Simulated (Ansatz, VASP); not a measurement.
# CaH4 in VASP and in Ansatz

INCAR

```
PREC = Accurate ; ENCUT = 500
EDIFF = 1E-6 ; ISMEAR = 0
SIGMA = 0.03 ; LREAL = False
LASPH = True ; NELM = 120
ALGO = Normal ; ISIF = 2
LWAVE = False ; LCHARG = True
GGA = PS ; LELF = True
LVHAR = True ; NBANDS = 15
GGA_COMPAT = False
```

File KPOINTS:

```
regular mesh
0
Gamma
  10 10 10
```

Contents of POSCAR:

```
CaH4
1.0
   -1.6423997432      1.6423997432      2.7535200863
    1.6423997432     -1.6423997432      2.7535200863
    1.6423997432      1.6423997432     -2.7535200863
Ca H
1 4
Direct
    0.0000000000      0.0000000000      0.0000000000
    0.7500000000      0.2500000000      0.5000000000
    0.2500000000      0.7500000000      0.5000000000
    0.4451855333      0.4451855333      0.0000000000
    0.5548144667      0.5548144667      0.0000000000
```

Input for Ansatz:

```yaml
crystal:
  lattice:
    - [-1.6423997432, 1.6423997432, 2.7535200863]
    - [1.6423997432, -1.6423997432, 2.7535200863]
    - [1.6423997432, 1.6423997432, -2.7535200863]
  atoms:
    - { symbol: Ca, position: [0.0, 0.0, 0.0] }
    - { symbol: H, position: [0.75, 0.25, 0.5] }
    - { symbol: H, position: [0.25, 0.75, 0.5] }
    - { symbol: H, position: [0.4451855333, 0.4451855333, 0.0] }
    - { symbol: H, position: [0.5548144667, 0.5548144667, 0.0] }
scf:
  occupations: { method: gaussian, width: 0.03 }
output:
  forces: true
  stress: true
  eigenvalues: true
  write_density: true
  write_potential: true
  elf: true
  volumetric_format: npy
hamiltonian:
  xc: pbesol
basis:
  ecutwfc: 600
kpoints:
  mp_grid: { grid: [10, 10, 10] }
```

Alike in both runs: task single point; functional PBEsol; k mesh 10 × 10 × 10; occupations gaussian, width 0.03 eV; no spin polarisation.

```csv
,VASP,Ansatz
version,VASP 6.6.1,Ansatz 0.2.0
potentials or method,"VASP PAW PBE potentials, release 64 (Ca_sv, H), cutoff 500 eV","scalar-relativistic, plane waves, PAW"
valence electrons in the cell,14,14
```

Ansatz gave:

- gap on the k mesh at the Fermi level (eV): 0.72
- least direct gap on the mesh (eV): 1.56
- rms of the force components (eV/Å): 3.503

**Question.** Which values does VASP return?

**Answer.** gap on the k mesh at the Fermi level (eV): 0.70; least direct gap on the mesh (eV): 1.53; rms of the force components (eV/Å): 3.583.

VASP's potentials were made for PBE, not for PBEsol. Atom by atom the forces differ by 0.080 eV/Å (rms over components).
